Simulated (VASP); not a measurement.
Se: single point with PBEsol

Crystal: Se.

```
Se
1.0
    -1.64393    1.64393    1.71207
     1.57579   -1.57579    1.57579
     1.71207    1.64393   -1.64393
Se
1
Direct
  0.00000 0.00000 0.00000
```

This cell differs from its parent crystal: strained.

* Program: VASP 6.6.1
* Task: single point
* Functional: PBEsol
* Potentials or basis: VASP PAW PBE potentials, release 64 (Se)
* Cutoff: 520 eV
* k mesh: 18 × 18 × 18
* Occupations: gaussian, width 0.1 eV
* Spin: no spin polarisation
* Dipole correction: no
* Further INCAR settings: ALGO = Normal; EDIFF = 1e-06; NBANDS = 9

| Quantity | Value |
| --- | --- |
| Pressure | 9.1 GPa |
| Band gap on the k mesh | zero (bands 3 and 4 overlap by 7.19 eV) |

Stress tensor (GPa, compression positive):
```
 9.09 -0.45  0.45
-0.45  9.09 -0.45
 0.45 -0.45  9.09
```

Levels at points of the mesh, in eV from the Fermi level:
```tsv
k point	band 1	band 2	band 3	band 4	band 5	band 6
(0.00, 0.00, 0.00)	-17.45	3.34	3.34	4.52	11.53	12.76
(0.50, 0.00, 0.00)	-13.47	-7.87	0.24	3.04	6.85	8.83
(0.00, 0.50, 0.00)	-12.74	-7.80	-0.17	2.43	6.66	8.10
(0.50, 0.50, 0.50)	-9.92	-4.36	-3.45	-3.45	3.38	3.38
```

It took 16 s on 1 thread of Intel(R) Xeon(R) 6975P-C (Granite Rapids), with other jobs on the host, peak memory 0.2 GiB.

Caveat: the cell differs from its parent crystal (strained); the cell stands under pressure; the PAW data sets were made with another functional, which shifts forces and pressure a little.
